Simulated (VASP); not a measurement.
# ZrTa2C2 (R-3m) in VASP: relaxation of cell and atoms with PBE

Aim: the relaxation of cell and atoms of ZrTa2C2 with PBE.

Program: VASP 6.6.1. These are calculated values, not measurements. Logs are shortened: lines on timing, memory, paths and dates and some standing lists are left out, and cuts for length are marked.

### 1 The cell of the first run

Symmetry: R-3m, No. 166, trigonal system. Conventional cell: a = 3.196 Å, b = 3.196 Å, c = 23.030 Å, α = 90.00°, β = 90.00°, γ = 120.00°. Zr (site symmetry -3m) has 6 C at 2.35 Å within 3.1 Å. Within 2.9 Å of Ta (site symmetry 3m) lie 3 C at 2.18 Å. Within 2.9 Å of C (site symmetry 3m) lie 3 Ta at 2.18 Å and 3 Zr at 2.35 Å.

### 2 Relaxation of cell and atoms, PBE

Contents of INCAR:

```
PREC = Accurate
ENCUT = 600
EDIFF = 1E-6
ISMEAR = 0
SIGMA = 0.1
LREAL = F
LASPH = T
NELM = 60
ALGO = Normal
ISIF = 3
LWAVE = F
LCHARG = F
GGA = PE
IBRION = 2
NSW = 100
EDIFFG = -0.01
```

Contents of KPOINTS:

```
Automatic mesh
0
Gamma
  12 12 12
```

Contents of POSCAR:

```
ZrTa2C2
1.0
    1.5979250762      0.9225624729      7.6765503237
   -1.5979250762      0.9225624729      7.6765503237
    0.0000000000     -1.8451249458      7.6765503237
Zr Ta C
1 2 2
Direct
    0.0000000000      0.0000000000      0.0000000000
    0.7802668769      0.7802668769      0.7802668769
    0.2197331231      0.2197331231      0.2197331231
    0.6035365480      0.6035365480      0.6035365480
    0.3964634520      0.3964634520      0.3964634520
```

Potentials or basis: VASP PAW PBE potentials, release 64 (Zr_sv, Ta_pv, C).

On the command line:

```
$ cat potpaw_PBE.64/Zr_sv/POTCAR potpaw_PBE.64/Ta_pv/POTCAR potpaw_PBE.64/C/POTCAR > POTCAR
$ mpirun -np 1 vasp_std > vasp.out
```

OUTCAR:

```text
PREC = Accurate
   ENCUT = 600
   EDIFF = 1E-6
   ISMEAR = 0
   LREAL = F
   LASPH = T
   NELM = 60
   ISIF = 3
   GGA = PE
   IBRION = 2
   NSW = 100
   EDIFFG = -0.01

 ion  position               nearest neighbor table
   1  0.000  0.000  0.000-   4 2.35   4 2.35   5 2.35   5 2.35   4 2.35   5 2.35   3 3.20   2 3.20
                             3 3.20   2 3.20   3 3.20   2 3.20
   2  0.780  0.780  0.780-   5 2.18   5 2.18   5 2.18   3 3.06   3 3.06   3 3.06   1 3.20   1 3.20
                             1 3.20
   3  0.220  0.220  0.220-   4 2.18   4 2.18   4 2.18   2 3.06   2 3.06   2 3.06   1 3.20   1 3.20
                             1 3.20
   4  0.604  0.604  0.604-   3 2.18   3 2.18   3 2.18   1 2.35   1 2.35   1 2.35
   5  0.396  0.396  0.396-   2 2.18   2 2.18   2 2.18   1 2.35   1 2.35   1 2.35

  LATTYP: Found a trigonal (rhomboedric) cell.
 ALAT       =     7.8951827679
 COS(alpha) =     0.9180746239

  Lattice vectors:

 A1 = (   1.5979250762,   0.9225624729,   7.6765503237)
 A2 = (  -1.5979250762,   0.9225624729,   7.6765503237)
 A3 = (   0.0000000000,  -1.8451249458,   7.6765503237)

Analysis of symmetry for initial positions (statically):
=====================================================================
 Subroutine PRICEL returns:
 Original cell was already a primitive cell.

 Routine SETGRP: Setting up the symmetry group for a
 trigonal (rhombohedral) supercell.

 Subroutine GETGRP returns: Found 12 space group operations
 (whereof 12 operations were pure point group operations)
 out of a pool of 12 trial point group operations.

The static configuration has the point symmetry D_3d.

Analysis of symmetry for dynamics (positions and initial velocities):
=====================================================================
 Subroutine PRICEL returns:
 Original cell was already a primitive cell.

 Routine SETGRP: Setting up the symmetry group for a
 trigonal (rhombohedral) supercell.

 Subroutine GETGRP returns: Found 12 space group operations
 (whereof 12 operations were pure point group operations)
 out of a pool of 12 trial point group operations.

The dynamic configuration has the point symmetry D_3d.

 Subroutine INISYM returns: Found 12 space group operations
 (whereof 12 operations are pure point group operations),
 and found     1 'primitive' translations

----------------------------------------------------------------------------------------

                                     Primitive cell

  volume of cell :      67.9000

  direct lattice vectors                    reciprocal lattice vectors
     1.597925076  0.922562473  7.676550324     0.312905785  0.180656239  0.043422282
    -1.597925076  0.922562473  7.676550324    -0.312905785  0.180656239  0.043422282
     0.000000000 -1.845124946  7.676550324     0.000000000 -0.361312478  0.043422282

  length of vectors
     7.895182768  7.895182768  7.895182768     0.363912354  0.363912354  0.363912354

  position of ions in fractional coordinates (direct lattice)
     0.000000000  0.000000000  0.000000000
     0.780266877  0.780266877  0.780266877
     0.219733123  0.219733123  0.219733123
     0.603536548  0.603536548  0.603536548
     0.396463452  0.396463452  0.396463452

  ion indices of the primitive-cell ions
   primitive index   ion index
                 1           1
                 2           2
                 3           3
                 4           4
                 5           5

----------------------------------------------------------------------------------------

 KPOINTS: Automatic mesh

Automatic generation of k-mesh.
 Grid dimensions read from file:
 generate k-points for:   12   12   12

 Generating k-lattice:

  Cartesian coordinates                     Fractional coordinates (reciprocal lattice)
     0.026075482  0.015054687  0.003618524     0.083333333  0.000000000 -0.000000000
    -0.026075482  0.015054687  0.003618524     0.000000000  0.083333333 -0.000000000
     0.000000000 -0.030109373  0.003618524    -0.000000000 -0.000000000  0.083333333

  Length of vectors
     0.030326030  0.030326030  0.030326030

  Shift w.r.t. Gamma in fractional coordinates (k-lattice)
     0.000000000  0.000000000  0.000000000

 Subroutine IBZKPT returns following result:
 ===========================================

 Found    189 irreducible k-points:

 Following reciprocal coordinates:
            Coordinates               Weight
  0.000000  0.000000  0.000000      1.000000
  0.083333  0.000000 -0.000000      6.000000
  0.166667  0.000000  0.000000      6.000000
  0.250000  0.000000 -0.000000      6.000000
  0.333333  0.000000  0.000000      6.000000
  0.416667 -0.000000  0.000000      6.000000
[... 16 lines left out ...]
  0.500000  0.166667  0.000000     12.000000
 -0.416667  0.166667  0.000000     12.000000
 [... further k-points ...]
   k-points           NKPTS =    189   k-points in BZ     NKDIM =    189   number of bands    NBANDS=     25
   number of dos      NEDOS =    301   number of ions     NIONS =      5
   total plane-waves  NPLWV = 262144
   dimension x,y,z NGX =    64 NGY =   64 NGZ =   64
   dimension x,y,z NGXF=   128 NGYF=  128 NGZF=  128
   ions per type =               1   2   2
   NGX,Y,Z   is equivalent  to a cutoff of  13.48, 13.48, 13.48 a.u.
   NGXF,Y,Z  is equivalent  to a cutoff of  26.95, 26.95, 26.95 a.u.
 SYSTEM =  unknown system
   PREC   = accura    normal or accurate (medium, high low for compatibility)
   ISTART =      0    job   : 0-new  1-cont  2-samecut
   ICHARG =      2    charge: 1-file 2-atom 10-const
   ISPIN  =      1    spin polarized calculation?
   LNONCOLLINEAR =      F non collinear calculations
   LSORBIT =      F    spin-orbit coupling
   LASPH  =      T    aspherical Exc in radial PAW
   ENCUT  =  600.0 eV  44.10 Ry    6.64 a.u.  15.77 15.77 15.77*2*pi/ulx,y,z
   NELM   =     60;   NELMIN=  2; NELMDL= -5     # of ELM steps
   EDIFF  = 0.1E-05   stopping-criterion for ELM
   LREAL  =      F    real-space projection
   EDIFFG = -.1E-01   stopping-criterion for IOM
   NSW    =    100    number of steps for IOM
   IBRION =      2    ionic relax: 0-MD 1-quasi-New 2-CG
   NFREE  =      1    steps in history (QN), initial steepest desc. (CG)
   ISIF   =      3    stress and relaxation
   ISYM   =      2    0-nonsym 1-usesym 2-fastsym
   POTIM  = 0.5000    time-step for ionic-motion
   TEBEG  =    0.0;   TEEND  =   0.0 temperature during run
   PSTRESS=    0.0 pullay stress
   NELECT =      42.0000    total number of electrons
   NUPDOWN=      -1.0000    fix difference up-down
   EMIN   =  10.00;   EMAX   =-10.00  energy-range for DOS
   EFERMI =   0.00;   METHOD = LEGACY
   ISMEAR =     0;   SIGMA  =   0.10  broadening in eV -4-tet -1-fermi 0-gaus
   EFERMI_NEDOS =   21; number of points for ismear=-14 and -15
   IALGO  =     38    algorithm
   IMIX   =      4    mixing-type and parameters
     AMIX     =   0.40;   BMIX     =  1.00
     AMIX_MAG =   1.60;   BMIX_MAG =  1.00
  volume/ion in A,a.u.               =      13.58        91.64
  Fermi-wavevector in a.u.,A,eV,Ry     =   1.394873  2.635928 26.472466  1.945671
  Thomas-Fermi vector in A             =   2.518380
   LORBIT       =      0    0 simple, 1 ext, 2 COOP (PROOUT), +10 PAW based schemes
   GGA     = PE    functional components
   LHFCALC =     F    Hartree Fock is set to
   AEXX    =    0.0000 exact exchange contribution
   IVDW    =     0    specifies the selected vdW correction
   LEPSILON=     F    determine dielectric tensor
   LRPA    =     F    only Hartree local field effects (RPA)
 conjugate gradient relaxation of ions
 non-spin polarized calculation
 Gauss-broadening in eV      SIGMA  =   0.10
  energy-cutoff  :      600.00
  volume of cell :       67.90
 maximum number of plane-waves:      2292
   NGX = 31   NGY = 31   NGZ = 31

--------------------------------------- Ionic step        1  -------------------------------------------

 number of electron      42.0000001 magnetization

 Free energy of the ion-electron system (eV)
  ---------------------------------------------------
  ext. energy  EPLUGINS =         0.00000000
  ---------------------------------------------------
  free energy    TOTEN  =       -54.20883471 eV

  energy without entropy =      -54.20307217  energy(sigma->0) =      -54.20595344

------------------------ aborting loop because EDIFF is reached ----------------------------------------

  FORCE on cell =-STRESS in cart. coord.  units (eV):
  Direction    XX          YY          ZZ          XY          YZ          ZX
  --------------------------------------------------------------------------------------
  -------------------------------------------------------------------------------------
  Total        0.2152223      0.2152223      0.0434714      0.0000000      0.0000000      0.0000000
  in kB        5.0784166      5.0784166      1.0257581      0.0000000      0.0000000      0.0000000
  external PRESSURE =       3.7275305 kB  Pullay stress =       0.0000000 kB

 VOLUME and BASIS-vectors are now :
 -----------------------------------------------------------------------------
  energy-cutoff  :      600.00
  volume of cell :       67.90
      direct lattice vectors                 reciprocal lattice vectors
     1.597925076  0.922562473  7.676550324     0.312905785  0.180656239  0.043422282
    -1.597925076  0.922562473  7.676550324    -0.312905785  0.180656239  0.043422282
     0.000000000 -1.845124946  7.676550324     0.000000000 -0.361312478  0.043422282
[... 79 lines left out ...]
 POSITION                                       TOTAL-FORCE (eV/Angst)
 -----------------------------------------------------------------------------------
      0.00000      0.00000      0.00000         0.000000     -0.000000     -0.000000
      0.00000      0.00000     17.97245         0.000000      0.000000      0.004345
      0.00000      0.00000      5.06061         0.000000     -0.000000     -0.004345
      0.00000      0.00000     13.90159         0.000000     -0.000000      0.005238
      0.00000      0.00000      9.13146         0.000000     -0.000000     -0.005238
 -----------------------------------------------------------------------------------
    total drift:                                0.000000      0.000000      0.000000

  FREE ENERGIE OF THE ION-ELECTRON SYSTEM (eV)
  ---------------------------------------------------
  free  energy   TOTEN  =       -54.2090151166 eV

  energy  without entropy=      -54.2032662609  energy(sigma->0) =      -54.20614069

--------------------------------------- Ionic step        4  -------------------------------------------

 number of electron      42.0000001 magnetization

 Free energy of the ion-electron system (eV)
  ---------------------------------------------------
  ext. energy  EPLUGINS =         0.00000000
  ---------------------------------------------------
  free energy    TOTEN  =       -54.20904005 eV

  energy without entropy =      -54.20330253  energy(sigma->0) =      -54.20617129

 E-fermi :   7.8570     XC(G=0): -12.4734

 val. band max:        7.8468547652   @ k =   0.3333   0.2500   0.1667
 cond. band min:       7.8647720096   @ k =   0.4167   0.3333   0.1667
 fundamental gap:      0.0179172444
 Fermi energy:         7.8570408370

 k-point     1 :       0.0000    0.0000    0.0000
  band No.  band energies     occupation
      1     -40.6413      2.00000
      2     -26.8101      2.00000
      3     -26.4744      2.00000
      4     -26.4744      2.00000
      5     -26.4623      2.00000
      6     -26.4140      2.00000
[... 17 lines left out ...]
     24       9.0902      0.00000
     25       9.3523      0.00000
[... 621 lines left out ...]
      3     -26.8544      2.00000
      4     -26.6759      2.00000
      5     -26.6039      2.00000
      6     -26.5295      2.00000
[... 17 lines left out ...]
     24      11.1924      0.00000
     25      11.5454      0.00000

 [... further k-points ...]

------------------------ aborting loop because EDIFF is reached ----------------------------------------

  FORCE on cell =-STRESS in cart. coord.  units (eV):
  Direction    XX          YY          ZZ          XY          YZ          ZX
  --------------------------------------------------------------------------------------
  -------------------------------------------------------------------------------------
  Total        0.0033189      0.0033189      0.0322557      0.0000000      0.0000000      0.0000000
  in kB        0.0782161      0.0782161      0.7601642      0.0000000      0.0000000      0.0000000
  external PRESSURE =       0.3055321 kB  Pullay stress =       0.0000000 kB

 VOLUME and BASIS-vectors are now :
 -----------------------------------------------------------------------------
  energy-cutoff  :      600.00
  volume of cell :       67.98
      direct lattice vectors                 reciprocal lattice vectors
     1.599374480  0.923399287  7.672186990     0.312622220  0.180492523  0.043446977
    -1.599374480  0.923399287  7.672186990    -0.312622220  0.180492523  0.043446977
     0.000000000 -1.846798573  7.672186990     0.000000000 -0.360985045  0.043446977

 POSITION                                       TOTAL-FORCE (eV/Angst)
 -----------------------------------------------------------------------------------
      0.00000      0.00000     23.01656         0.000000      0.000000     -0.000000
      0.00000      0.00000     17.95985        -0.000000     -0.000000     -0.000946
      0.00000      0.00000      5.05672        -0.000000      0.000000      0.000946
      0.00000      0.00000     13.89191        -0.000000      0.000000      0.000516
      0.00000      0.00000      9.12465        -0.000000      0.000000     -0.000516
 -----------------------------------------------------------------------------------
    total drift:                                0.000000      0.000000      0.000000

  FREE ENERGIE OF THE ION-ELECTRON SYSTEM (eV)
  ---------------------------------------------------
  free  energy   TOTEN  =       -54.2090400498 eV

  energy  without entropy=      -54.2033025344  energy(sigma->0) =      -54.20617129

 reached required accuracy - stopping structural energy minimisation
```

Wall time 57 min (1 thread of AMD EPYC 9R45 (Zen 5), shared host); peak memory 0.89 GiB.

What came out:

* Free energy: -54.2090 eV
* Relaxed volume: 13.60 Å³/atom
* Relaxed cell: a = 7.891 Å, b = 7.891 Å, c = 7.891 Å, α = 23.39°, β = 23.39°, γ = 23.39°
* Space group after relaxing (to 0.05 Å): R-3m (No. 166)
* Energy gained by relaxing: 0.0 meV/atom
* Ionic steps: 4
* Pressure after relaxing: 0.0 GPa
* Band gap on the k mesh: zero (band 21 reaches 8.50 eV, above the bottom of band 22 at 7.67 eV)

The path:
| step | energy change (eV) | largest force (eV/Å) | pressure (GPa) | volume (Å³) |
| --- | --- | --- | --- | --- |
| 1 | 0.0000 | 0.0303 | 0.37 | 67.90 |
| 2 | 0.0004 | 0.0413 | -0.82 | 68.21 |
| 3 | -0.0002 | 0.0052 | -0.06 | 68.01 |
| 4 | -0.0002 | 0.0009 | 0.03 | 67.98 |

Final structure:
```yaml
crystal:
  lattice:
    - [1.59937, 0.92340, 7.67219]
    - [-1.59937, 0.92340, 7.67219]
    - [0.00000, -1.84680, 7.67219]
  atoms:
    - { symbol: Zr, position: [0.00000, 0.00000, 0.00000] }
    - { symbol: Ta, position: [0.78030, 0.78030, 0.78030] }
    - { symbol: Ta, position: [0.21970, 0.21970, 0.21970] }
    - { symbol: C, position: [0.60356, 0.60356, 0.60356] }
    - { symbol: C, position: [0.39644, 0.39644, 0.39644] }
```

Levels at points of the mesh, in eV from the Fermi level:
```csv
k point,band 18,band 19,band 20,band 21,band 22,band 23,band 24,band 25
"(0.00, 0.00, 0.00)",-2.57,-2.15,0.12,0.64,0.64,1.23,1.23,1.50
"(0.50, 0.00, 0.00)",-2.42,-2.29,-1.46,-0.74,0.44,2.14,3.59,3.70
"(0.50, 0.50, 0.00)",-2.91,-2.69,-1.62,-0.67,1.28,2.49,2.94,3.86
"(0.50, 0.50, 0.50)",-2.80,-1.38,-0.65,0.10,0.10,1.93,1.93,2.58
```

Caveat: spin-orbit coupling is left out, which moves the levels of the heavy elements.
